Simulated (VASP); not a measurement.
# LiSi16 (a cell with a defect) in VASP: further runs, part 2 of 2

VASP 6.6.1. The steps go on from the part before.

### Step 4. Single point, PBE

The input, INCAR:

```
SYSTEM = LiSi16
  ALGO = Normal
  EDIFF = 1E-6
  ENCUT = 520
  GGA = PE
  ISIF = 2
  ISMEAR = -1
  LASPH = .True.
  LCHARG = .False.
  LREAL = Auto
  LWAVE = .False.
  NBANDS = 48
  NELECT = 66.0
  NELM = 100
  PREC = Accurate
  SIGMA = 0.02
```

The input, KPOINTS:

```
k-points
0
Gamma
  2 2 2
  0 0 0
```

The input, POSCAR:

```
LiSi16
1.0
    0.0000000000      5.4300000000      5.4300000000
    5.4300000000      0.0000000000      5.4300000000
    5.4300000000      5.4300000000      0.0000000000
Si Li
16 1
Direct
    0.0126794659     -0.0014218232     -0.0103017495
    0.1373953959      0.1231808471      0.1195141805
    0.0127019337     -0.0014282689      0.4986717311
    0.1354001842      0.1213488029      0.6214471455
    0.0080941068      0.4971390424     -0.0027749540
    0.1373670350      0.6194758748      0.1195839779
    0.0126732044      0.4896006446      0.4986800184
    0.1373889503      0.6194213628      0.6232650092
    0.5111708103     -0.0061137201     -0.0027279006
    0.6336730203      0.1233015654      0.1192503683
    0.5034191529     -0.0013558011      0.4987589319
    0.6336777164      0.1232767956      0.6233784530
    0.5111476980      0.4971985267     -0.0026918969
    0.6353175875      0.6213737569      0.1214730203
    0.5111653775      0.4971707182      0.4939848987
    0.6336710866      0.6191362799      0.6234103131
   -0.1152644567      0.8714920810      0.3716325967
```

Potentials or basis: VASP PAW PBE potentials, release 64 (Si, Li_sv).

Launch:

```sh
cat potpaw_PBE.64/Si/POTCAR potpaw_PBE.64/Li_sv/POTCAR > POTCAR
mpirun -np 1 vasp_std > vasp.out
```

OUTCAR:

```text
SYSTEM = LiSi16
   EDIFF = 1E-6
   ENCUT = 520
   GGA = PE
   ISIF = 2
   ISMEAR = -1
   LASPH = .True.
   LREAL = Auto
   NELECT = 66.0
   NELM = 100
   PREC = Accurate

 ion  position               nearest neighbor table
   1  0.013  0.999  0.990-   4 2.31  10 2.38   6 2.38   2 2.38  17 2.39
   2  0.137  0.123  0.120-   9 2.34   5 2.34   1 2.38   3 2.38  17 2.74
   3  0.013  0.999  0.499-   4 2.31  12 2.38   8 2.38   2 2.38  17 2.40
   4  0.135  0.121  0.621-  11 2.31   3 2.31   1 2.31   7 2.31
   5  0.008  0.497  0.997-  14 2.34   2 2.34   8 2.34   6 2.34
   6  0.137  0.619  0.120-  13 2.34   5 2.34   7 2.38   1 2.38  17 2.74
   7  0.013  0.490  0.499-   4 2.31  16 2.38   6 2.38   8 2.38  17 2.39
   8  0.137  0.619  0.623-  15 2.34   5 2.34   7 2.38   3 2.38  17 2.74
   9  0.511  0.994  0.997-  14 2.34   2 2.34  12 2.34  10 2.34
  10  0.634  0.123  0.119-   9 2.34  13 2.34   1 2.38  11 2.38  17 2.73
  11  0.503  0.999  0.499-   4 2.31  16 2.38  10 2.38  12 2.38  17 2.39
  12  0.634  0.123  0.623-   9 2.34  15 2.34   3 2.38  11 2.38  17 2.73
  13  0.511  0.497  0.997-  14 2.34   6 2.34  10 2.34  16 2.34
  14  0.635  0.621  0.121-  13 2.34  15 2.34   9 2.34   5 2.34
  15  0.511  0.497  0.494-  14 2.34   8 2.34  12 2.34  16 2.34
  16  0.634  0.619  0.623-  15 2.34  13 2.34   7 2.38  11 2.38  17 2.73
  17  0.885  0.871  0.372-  11 2.39   7 2.39   1 2.39   3 2.40  16 2.73  10 2.73  12 2.73   6 2.74
                             8 2.74   2 2.74

  LATTYP: Found a face centered cubic cell.
 ALAT       =    10.8600000000

  Lattice vectors:

 A1 = (   0.0000000000,   5.4300000000,   5.4300000000)
 A2 = (   5.4300000000,   0.0000000000,   5.4300000000)
 A3 = (   5.4300000000,   5.4300000000,   0.0000000000)

Analysis of symmetry for initial positions (statically):
=====================================================================
 Subroutine PRICEL returns:
 Original cell was already a primitive cell.

 Routine SETGRP: Setting up the symmetry group for a
 face centered cubic supercell.

[... 149 lines left out ...]
   IMIX   =      4    mixing-type and parameters
     AMIX     =   0.40;   BMIX     =  1.00
     AMIX_MAG =   1.60;   BMIX_MAG =  1.00
  volume/ion in A,a.u.               =      18.84       127.11
  Fermi-wavevector in a.u.,A,eV,Ry     =   0.967044  1.827449 12.723821  0.935174
  Thomas-Fermi vector in A             =   2.096897
   LORBIT       =      0    0 simple, 1 ext, 2 COOP (PROOUT), +10 PAW based schemes
   GGA     = PE    functional components
[... 5 lines left out ...]
 non-spin polarized calculation
  energy-cutoff  :      520.00
  volume of cell :      320.21
 maximum number of plane-waves:      8646
 NGX is ok and might be reduce to    60
   NGX = 29   NGY = 29   NGZ = 29

 number of electron      66.0000000 magnetization

 Free energy of the ion-electron system (eV)
  ---------------------------------------------------
  ext. energy  EPLUGINS =         0.00000000
  ---------------------------------------------------
  free energy    TOTEN  =       -93.51443891 eV

  energy without entropy =      -93.51443886  energy(sigma->0) =      -93.51443889

 E-fermi :   6.3623     XC(G=0):  -9.4409

 val. band max:        6.0428102008   @ k =   0.0000   0.0000   0.0000
 cond. band min:       6.6801825435   @ k =   0.0000   0.0000   0.0000
 fundamental gap:      0.6373723427
 Fermi energy:         6.3622963516

 k-point     1 :       0.0000    0.0000    0.0000
  band No.  band energies     occupation
      1     -40.3804      2.00000
      2      -5.9237      2.00000
      3      -3.6709      2.00000
      4      -3.6143      2.00000
      5      -3.6140      2.00000
      6      -3.6089      2.00000
[... 373 lines left out ...]
     44      10.3334      0.00000
     45      10.4003      0.00000
 [bands above 45 left out]

------------------------ aborting loop because EDIFF is reached ----------------------------------------

  FORCE on cell =-STRESS in cart. coord.  units (eV):
  Direction    XX          YY          ZZ          XY          YZ          ZX
  --------------------------------------------------------------------------------------
  -------------------------------------------------------------------------------------
  Total       -1.1557466     -1.1549517     -1.1551285     -0.0358823      0.0321567     -0.0350580
  in kB       -5.7828741     -5.7788964     -5.7797813     -0.1795403      0.1608988     -0.1754155
  external PRESSURE =      -5.7805173 kB  Pullay stress =       0.0000000 kB

 VOLUME and BASIS-vectors are now :
 -----------------------------------------------------------------------------
  energy-cutoff  :      520.00
  volume of cell :      320.21
      direct lattice vectors                 reciprocal lattice vectors
     0.000000000  5.430000000  5.430000000    -0.092081031  0.092081031  0.092081031
     5.430000000  0.000000000  5.430000000     0.092081031 -0.092081031  0.092081031
     5.430000000  5.430000000  0.000000000     0.092081031  0.092081031 -0.092081031

 POSITION                                       TOTAL-FORCE (eV/Angst)
 -----------------------------------------------------------------------------------
     10.79634      5.44291      5.49113        -0.010010     -0.005107      0.014171
      1.31783      1.39502      1.41493         0.008783     -0.006630      0.010474
      8.13003      2.77676      5.49122         0.001674      0.008698      0.009550
      4.03338      4.10968      1.39415         0.004704     -0.006199     -0.006524
      8.11440      5.45888      2.74342         0.003471     -0.004630     -0.005414
      4.01310      1.39524      4.10966        -0.015879     -0.008081     -0.007770
[... 9 lines left out ...]
      6.74703      6.82595      6.80274         0.018585     -0.019624     -0.006157
      6.75017      6.82208      9.53632        -0.001739      0.005970      0.007360
 -----------------------------------------------------------------------------------
    total drift:                               -0.003275      0.003281      0.002933

  FREE ENERGIE OF THE ION-ELECTRON SYSTEM (eV)
  ---------------------------------------------------
  free  energy   TOTEN  =       -93.5144389144 eV

  energy  without entropy=      -93.5144388595  energy(sigma->0) =      -93.51443889
```

Run time: 4.1 min. Hardware: 1 thread of Intel Xeon Platinum 8259CL at 2.50GHz (Skylake/Cascade Lake), shared host; peak memory 0.48 GiB.

Results:

```yaml
Free_energy: -93.5144 eV
Largest_force: 0.028 eV/Å
```

Forces on the atoms (eV/Å):
```
Si  -0.010 -0.005  0.014
Si   0.009 -0.007  0.010
Si   0.002  0.009  0.010
Si   0.005 -0.006 -0.007
Si   0.003 -0.005 -0.005
Si  -0.016 -0.008 -0.008
Si  -0.011  0.014 -0.006
Si   0.009  0.011 -0.006
Si  -0.004  0.004  0.008
Si   0.018 -0.006 -0.020
Si  -0.005  0.007  0.007
Si   0.005 -0.017 -0.018
Si  -0.008  0.004  0.005
Si  -0.010  0.010  0.010
Si  -0.004  0.008  0.004
Si   0.019 -0.020 -0.006
Li  -0.002  0.006  0.007
```

Levels at points of the mesh, in eV from the Fermi level:
| k point | band 31 | band 32 | band 33 | band 34 | band 35 | band 36 |
| --- | --- | --- | --- | --- | --- | --- |
| (0.00, 0.00, 0.00) | -0.32 | -0.32 | -0.32 | 0.32 | 0.32 | 0.32 |
| (0.50, 0.00, 0.00) | -1.14 | -1.04 | -1.04 | 0.88 | 1.08 | 1.08 |
| (0.00, 0.50, 0.00) | -1.13 | -1.05 | -1.05 | 0.88 | 1.08 | 1.08 |
| (0.00, 0.00, 0.50) | -1.13 | -1.05 | -1.05 | 0.88 | 1.08 | 1.08 |
| (0.50, 0.50, 0.50) | -1.14 | -1.05 | -1.05 | 0.88 | 1.08 | 1.08 |
| (0.50, 0.50, 0.00) | -1.68 | -1.64 | -1.59 | 0.75 | 0.81 | 1.87 |
| (0.00, 0.50, 0.50) | -1.68 | -1.64 | -1.59 | 0.75 | 0.81 | 1.87 |
| (0.50, 0.00, 0.50) | -1.68 | -1.64 | -1.59 | 0.75 | 0.81 | 1.87 |

Caveat: the k points lie up to 0.50 Å⁻¹ apart; the cell carries a net charge on a neutralising background, which shifts energy and pressure; the cell is charged against a uniform background, so pressure and absolute levels hang on convention; the cutoff is under 1.25 times the usual one of these potentials, so pressure, stress and relaxed cells hold a basis-set (Pulay) error.

### Step 5. Single point, PBE

The input, INCAR:

```
PREC = Accurate
ENCUT = 520
EDIFF = 1E-6
ISMEAR = -1
SIGMA = 0.02
LREAL = Auto
LASPH = True
NELM = 100
ALGO = Normal
ISIF = 2
LWAVE = False
LCHARG = False
GGA = PE
NELECT = 66.0
NBANDS = 48
```

The input, KPOINTS:

```
Automatic mesh
0
Gamma
  2 2 2
```

The input, POSCAR:

```
LiSi16
1.0
    0.0000000000      5.4300000000      5.4300000000
    5.4300000000      0.0000000000      5.4300000000
    5.4300000000      5.4300000000      0.0000000000
Si Li
16 1
Direct
    0.0014499079      0.0058375691      0.0016233886
    0.1261375691      0.1356395948      0.1263117864
    0.0015830571      0.0058987109      0.5055760589
    0.1310154696      0.1281160221      0.6277935543
    0.0033162983      0.5038093002      0.0034890424
    0.1260254144      0.6265230203      0.1261996317
    0.0014509208      0.5019463168      0.5055148250
    0.1261376611      0.6266350829      0.6353179558
    0.5054026703      0.0058988029      0.0017553407
    0.6276201657      0.1281155617      0.1311895948
    0.5035490792      0.0040479742      0.5037234807
    0.6277393186      0.1282299263      0.6279109576
    0.5053413444      0.5019466851      0.0016249540
    0.6351446593      0.6266350829      0.1263118785
    0.5054031308      0.5020749540      0.5055767956
    0.6276197974      0.6315126151      0.6277930939
    0.2533086556      0.7538018416      0.2534813996
```

Potentials or basis: VASP PAW PBE potentials, release 64 (Si, Li_sv).

Launch:

```sh
cat potpaw_PBE.64/Si/POTCAR potpaw_PBE.64/Li_sv/POTCAR > POTCAR
mpirun -np 1 vasp_std > vasp.out
```

OUTCAR:

```text
PREC = Accurate
   ENCUT = 520
   EDIFF = 1E-6
   ISMEAR = -1
   LREAL = Auto
   LASPH = True
   NELM = 100
   ISIF = 2
   GGA = PE
   NELECT = 66.0

 ion  position               nearest neighbor table
   1  0.001  0.006  0.002-  10 2.34   4 2.34   2 2.38   6 2.38  17 2.74
   2  0.126  0.136  0.126-   5 2.31   1 2.38   3 2.38   9 2.38  17 2.39
   3  0.002  0.006  0.506-  12 2.34   4 2.34   8 2.38   2 2.38  17 2.74
   4  0.131  0.128  0.628-  11 2.34   1 2.34   7 2.34   3 2.34
   5  0.003  0.504  0.003-   6 2.31   2 2.31   8 2.31  14 2.31
   6  0.126  0.627  0.126-   5 2.31   1 2.38   7 2.38  13 2.38  17 2.39
   7  0.001  0.502  0.506-   4 2.34  16 2.34   8 2.38   6 2.38  17 2.74
   8  0.126  0.627  0.635-   5 2.31   7 2.38   3 2.38  15 2.38  17 2.39
   9  0.505  0.006  0.002-  12 2.34  10 2.34  14 2.38   2 2.38  17 2.74
  10  0.628  0.128  0.131-  11 2.34   1 2.34  13 2.34   9 2.34
  11  0.504  0.004  0.504-   4 2.34  10 2.34  16 2.34  12 2.34
  12  0.628  0.128  0.628-  11 2.34   3 2.34   9 2.34  15 2.34
  13  0.505  0.502  0.002-  10 2.34  16 2.34  14 2.38   6 2.38  17 2.74
  14  0.635  0.627  0.126-   5 2.31  13 2.38   9 2.38  15 2.38  17 2.39
  15  0.505  0.502  0.506-  12 2.34  16 2.34  14 2.38   8 2.38  17 2.74
  16  0.628  0.632  0.628-  11 2.34   7 2.34  13 2.34  15 2.34
  17  0.253  0.754  0.253-  14 2.39   8 2.39   2 2.39   6 2.39  13 2.74   7 2.74   1 2.74  15 2.74
                             9 2.74   3 2.74

  LATTYP: Found a face centered cubic cell.
 ALAT       =    10.8600000000

  Lattice vectors:

 A1 = (   0.0000000000,   5.4300000000,   5.4300000000)
 A2 = (   5.4300000000,   0.0000000000,   5.4300000000)
 A3 = (   5.4300000000,   5.4300000000,   0.0000000000)

Analysis of symmetry for initial positions (statically):
=====================================================================
 Subroutine PRICEL returns:
[... 150 lines left out ...]
   EFERMI_NEDOS =   21; number of points for ismear=-14 and -15
   IALGO  =     38    algorithm
   IMIX   =      4    mixing-type and parameters
     AMIX     =   0.40;   BMIX     =  1.00
     AMIX_MAG =   1.60;   BMIX_MAG =  1.00
  volume/ion in A,a.u.               =      18.84       127.11
  Fermi-wavevector in a.u.,A,eV,Ry     =   0.967044  1.827449 12.723821  0.935174
  Thomas-Fermi vector in A             =   2.096897
   LORBIT       =      0    0 simple, 1 ext, 2 COOP (PROOUT), +10 PAW based schemes
   GGA     = PE    functional components
[... 5 lines left out ...]
 non-spin polarized calculation
  energy-cutoff  :      520.00
  volume of cell :      320.21
 maximum number of plane-waves:      8646
 NGX is ok and might be reduce to    60
   NGX = 29   NGY = 29   NGZ = 29

 number of electron      66.0000000 magnetization

 Free energy of the ion-electron system (eV)
  ---------------------------------------------------
  ext. energy  EPLUGINS =         0.00000000
  ---------------------------------------------------
  free energy    TOTEN  =       -93.51430455 eV

  energy without entropy =      -93.51430450  energy(sigma->0) =      -93.51430452

 E-fermi :   6.3624     XC(G=0):  -9.4410

 val. band max:        6.0413992418   @ k =   0.0000   0.0000   0.0000
 cond. band min:       6.6834170937   @ k =   0.0000   0.0000   0.0000
 fundamental gap:      0.6420178519
 Fermi energy:         6.3623526565

 k-point     1 :       0.0000    0.0000    0.0000
  band No.  band energies     occupation
      1     -40.3796      2.00000
      2      -5.9235      2.00000
      3      -3.6720      2.00000
      4      -3.6120      2.00000
      5      -3.6119      2.00000
      6      -3.6111      2.00000
[... 181 lines left out ...]
     44      10.3332      0.00000
     45      10.4010      0.00000
 [bands above 45 left out]

------------------------ aborting loop because EDIFF is reached ----------------------------------------

  FORCE on cell =-STRESS in cart. coord.  units (eV):
  Direction    XX          YY          ZZ          XY          YZ          ZX
  --------------------------------------------------------------------------------------
  -------------------------------------------------------------------------------------
  Total       -1.1428162     -1.1428162     -1.1428162      0.0058161      0.0058161      0.0058161
  in kB       -5.7181755     -5.7181755     -5.7181755      0.0291011      0.0291011      0.0291011
  external PRESSURE =      -5.7181755 kB  Pullay stress =       0.0000000 kB

 VOLUME and BASIS-vectors are now :
 -----------------------------------------------------------------------------
  energy-cutoff  :      520.00
  volume of cell :      320.21
      direct lattice vectors                 reciprocal lattice vectors
     0.000000000  5.430000000  5.430000000    -0.092081031  0.092081031  0.092081031
     5.430000000  0.000000000  5.430000000     0.092081031 -0.092081031  0.092081031
     5.430000000  5.430000000  0.000000000     0.092081031  0.092081031 -0.092081031

 POSITION                                       TOTAL-FORCE (eV/Angst)
 -----------------------------------------------------------------------------------
      0.04051      0.01669      0.03957        -0.003987     -0.000931     -0.003987
      1.42240      1.37080      1.42145         0.007704      0.000586      0.007704
      2.77731      2.75387      0.04063        -0.000258     -0.000106     -0.000106
      4.10459      4.12033      1.40708        -0.001358     -0.002190     -0.002190
      2.75463      0.03695      2.75369        -0.001628     -0.001628     -0.001628
      4.08728      1.36958      4.08634         0.002500      0.002500      0.002500
[... 9 lines left out ...]
      6.83803      6.81689      6.83709        -0.002190     -0.001358     -0.002190
      5.46955      2.75187      5.46861         0.000106      0.000106      0.000106
 -----------------------------------------------------------------------------------
    total drift:                               -0.005223      0.005295     -0.002042

  FREE ENERGIE OF THE ION-ELECTRON SYSTEM (eV)
  ---------------------------------------------------
  free  energy   TOTEN  =       -93.5143045519 eV

  energy  without entropy=      -93.5143044976  energy(sigma->0) =      -93.51430452
```

OSZICAR:

```text
N       E                     dE             d eps       ncg     rms          rms(c)
DAV:   1     0.177273191267E+03    0.17727E+03   -0.25150E+04   384   0.116E+03
DAV:   2    -0.746959673952E+02   -0.25197E+03   -0.23701E+03   464   0.188E+02
DAV:   3    -0.939186611932E+02   -0.19223E+02   -0.18814E+02   584   0.439E+01
DAV:   4    -0.950619989009E+02   -0.11433E+01   -0.11329E+01   584   0.932E+00
DAV:   5    -0.951007234736E+02   -0.38725E-01   -0.38719E-01   536   0.146E+00    0.142E+01
DAV:   6    -0.939947411255E+02    0.11060E+01   -0.93593E-01   448   0.322E+00    0.871E+00
DAV:   7    -0.934976620825E+02    0.49708E+00   -0.14424E+00   448   0.358E+00    0.112E+00
DAV:   8    -0.935081813586E+02   -0.10519E-01   -0.12233E-01   440   0.128E+00    0.479E-01
DAV:   9    -0.935123830601E+02   -0.42017E-02   -0.11087E-02   464   0.379E-01    0.233E-01
DAV:  10    -0.935136817391E+02   -0.12987E-02   -0.14446E-03   448   0.127E-01    0.116E-01
DAV:  11    -0.935142744652E+02   -0.59273E-03   -0.64031E-04   448   0.918E-02    0.248E-02
DAV:  12    -0.935142977254E+02   -0.23260E-04   -0.51832E-05   504   0.254E-02    0.117E-02
DAV:  13    -0.935143042303E+02   -0.65049E-05   -0.12968E-05   464   0.133E-02    0.432E-03
DAV:  14    -0.935143045519E+02   -0.32158E-06   -0.43411E-07   288   0.251E-03
   1 F= -.93514305E+02 E0= -.93514305E+02  d E =-.542847E-07
```

It took 1.8 min on 1 thread of Intel Xeon Platinum 8259CL at 2.50GHz (Skylake/Cascade Lake), shared host; peak memory 0.46 GiB.

What came out:

- Free energy: -93.5143 eV
- Largest force: 0.011 eV/Å

Forces in eV/Å, atoms in the order of the input:
```
Si  -0.004 -0.001 -0.004
Si   0.008  0.001  0.008
Si   0.000  0.000  0.000
Si  -0.001 -0.002 -0.002
Si  -0.002 -0.002 -0.002
Si   0.003  0.003  0.003
Si  -0.004 -0.004 -0.001
Si   0.008  0.008  0.001
Si   0.000  0.000  0.000
Si  -0.002 -0.002 -0.001
Si  -0.001 -0.001 -0.001
Si  -0.001 -0.001 -0.001
Si  -0.001 -0.004 -0.004
Si   0.001  0.008  0.008
Si   0.000  0.000  0.000
Si  -0.002 -0.001 -0.002
Li   0.000  0.000  0.000
```

Levels at points of the mesh, in eV from the Fermi level:
| k point | band 30 | band 31 | band 32 | band 33 | band 34 | band 35 | band 36 | band 37 |
| --- | --- | --- | --- | --- | --- | --- | --- | --- |
| (0.00, 0.00, 0.00) | -1.45 | -0.32 | -0.32 | -0.32 | 0.32 | 0.32 | 0.32 | 0.39 |
| (0.50, 0.00, 0.00) | -1.14 | -1.14 | -1.05 | -1.05 | 0.88 | 1.08 | 1.08 | 1.27 |
| (0.50, 0.50, 0.50) | -1.14 | -1.14 | -1.05 | -1.05 | 0.88 | 1.08 | 1.08 | 1.27 |
| (0.50, 0.50, 0.00) | -1.68 | -1.68 | -1.63 | -1.59 | 0.75 | 0.81 | 1.87 | 1.99 |

Caveat: the k points lie up to 0.50 Å⁻¹ apart; the cell carries a net charge on a neutralising background, which shifts energy and pressure; the cell is charged against a uniform background, so pressure and absolute levels hang on convention; the cutoff is under 1.25 times the usual one of these potentials, so pressure, stress and relaxed cells hold a basis-set (Pulay) error.
